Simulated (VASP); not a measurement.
Here is a VASP 6.6.1 calculation.

The input INCAR:

```
ALGO = Normal
EDIFF = 1E-8
ENCUT = 500
GGA = PS
GGA_COMPAT = F
IBRION = 8
ISIF = 2
ISMEAR = 0
LASPH = T
LCHARG = F
LEPSILON = T
LREAL = F
LWAVE = F
NELM = 120
NSW = 1
PREC = Accurate
SIGMA = 0.01
```

Contents of KPOINTS:

```
k-points
0
Gamma
  8 8 8
```

The input POSCAR:

```
BP
1.0
    0.0000000000      2.2675000000      2.2675000000
    2.2675000000      0.0000000000      2.2675000000
    2.2675000000      2.2675000000      0.0000000000
B P
1 1
Direct
    0.0000000000      0.0000000000      0.0000000000
    0.2500000000      0.2500000000      0.2500000000
```

Potentials or basis: VASP PAW PBE potentials, release 64 (B, P).

The run is started by

```bash
$ cat potpaw_PBE.64/B/POTCAR potpaw_PBE.64/P/POTCAR > POTCAR
$ mpirun -np 1 vasp_std > vasp.out
```

Q: What does it give for the electronic dielectric tensor (diagonal)?

A: 9.69.

Q: What does it give for the Born charges (mean of the diagonal)?

A: B -0.51; P +0.51 e.

Q: Predict the highest phonon frequency at Γ, LO-TO splitting left out.

A: 803 cm⁻¹.

Born effective charge tensors (e):
atom 1, B
```
-0.51  0.00  0.00
 0.00 -0.51  0.00
 0.00  0.00 -0.51
```
atom 2, P
```
0.51 0.00 0.00
0.00 0.51 0.00
0.00 0.00 0.51
```

Caveat: the cell stands under pressure or tension, which shifts response properties.
